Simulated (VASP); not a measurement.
**SnSe2: single point with r2SCAN**

SnSe2:

```
Sn Se
1.0
     3.83142    0.00000    0.00000
    -1.91571    3.31811    0.00000
     0.00000    0.00000    6.36135
Sn Se
1 2
Cartesian
  0.0000 0.0000 0.0000
  0.0000 2.2121 1.5745
  1.9157 1.1060 4.7869
```

```
Program             : VASP 6.6.1
Task                : single point
Functional          : r2SCAN
Potentials or basis : VASP PAW PBE potentials, release 64 (Sn_d, Se)
Cutoff              : 520 eV
k mesh              : 9 × 9 × 4
Occupations         : gaussian, width 0.02 eV
Spin                : no spin polarisation
```

* Pressure: 0.6 GPa
* Largest force: 0.010 eV/Å
* Band gap on the k mesh: 1.07 eV (least direct gap 1.47 eV)

Forces in eV/Å, atoms in the order of the input:
```
Sn   0.000  0.000  0.000
Se   0.000  0.000  0.010
Se   0.000  0.000 -0.010
```

Levels at points of the mesh, in eV from the valence-band top:
| k point | band 11 | band 12 | band 13 | band 14 | band 15 | band 16 |
| --- | --- | --- | --- | --- | --- | --- |
| (0.00, 0.00, 0.00) | -0.22 | -0.22 | -0.16 | 1.50 | 3.62 | 5.09 |
| (0.00, 0.00, 0.50) | -0.61 | -0.10 | -0.10 | 2.77 | 3.56 | 4.88 |

Run time: 98 s on 1 thread of Intel(R) Xeon(R) 6975P-C (Granite Rapids), on a shared host, peak memory 0.23 GiB.

Caveat: the PAW data sets were made with another functional, which shifts forces and pressure a little; spin-orbit coupling is left out, which moves the levels of the heavy elements; an odd mesh through Γ misses points on the zone boundary, where band edges can lie.
